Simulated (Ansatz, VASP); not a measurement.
Mg in VASP and in Ansatz

File INCAR:

```
PREC = Accurate ; ENCUT = 600
EDIFF = 1E-6 ; ISMEAR = 0
SIGMA = 0.1 ; LREAL = False
LASPH = True ; NELM = 120
ALGO = Normal ; ISIF = 2
LWAVE = False ; LCHARG = True
GGA = PE ; LELF = True
LVHAR = True ; NBANDS = 7
GGA_COMPAT = False
```

Contents of KPOINTS:

```
regular mesh
0
Gamma
  15 15 14
```

POSCAR

```
Mg
1.0
    3.0357803734      0.0000000000      0.0000000000
   -1.5178901868      2.6290629237      0.0000000000
    0.0000000000      0.0000000000      3.1216892703
Mg
1
Direct
    0.0000000000      0.0000000000      0.0000000000
```

Input for Ansatz:

```yaml
crystal:
  lattice:
    - [3.0357803734, 0.0, 0.0]
    - [-1.5178901868, 2.6290629237, 0.0]
    - [0.0, 0.0, 3.1216892703]
  atoms:
    - { symbol: Mg, position: [0.0, 0.0, 0.0] }
basis:
  ecutwfc: 420
kpoints:
  mp_grid: { grid: [15, 15, 14] }
hamiltonian:
  xc: pbe
scf:
  occupations: { method: gaussian, width: 0.1 }
output:
  forces: true
  stress: true
  eigenvalues: true
```

Alike in both runs: task single point; functional PBE; k mesh 15 × 15 × 14; occupations gaussian, width 0.1 eV; no spin polarisation.

|  | VASP | Ansatz |
| --- | --- | --- |
| version | VASP 6.6.1 | Ansatz 0.2.0 |
| potentials or method | VASP PAW PBE potentials, release 64 (Mg), cutoff 600 eV | scalar-relativistic, plane waves, PAW |
| valence electrons in the cell | 2 | 10 |

VASP gave:

| Item | Value |
| --- | --- |
| gap on the k mesh at the Fermi level (eV) | none |
| pressure (GPa) | 1.0 |
| traceless stress, the component that is largest in VASP (GPa) | -1.75 |

Question: What did Ansatz give for the same quantities?

Answer: gap on the k mesh at the Fermi level (eV): none; pressure (GPa): 1.1; traceless stress, the component that is largest in VASP (GPa): -1.77.

A gap of «none» marks a metal or a gap that the smearing closes. VASP's potentials hold 2 valence electrons a cell and Ansatz's 10, so a difference there can come from the potentials and not from the codes.
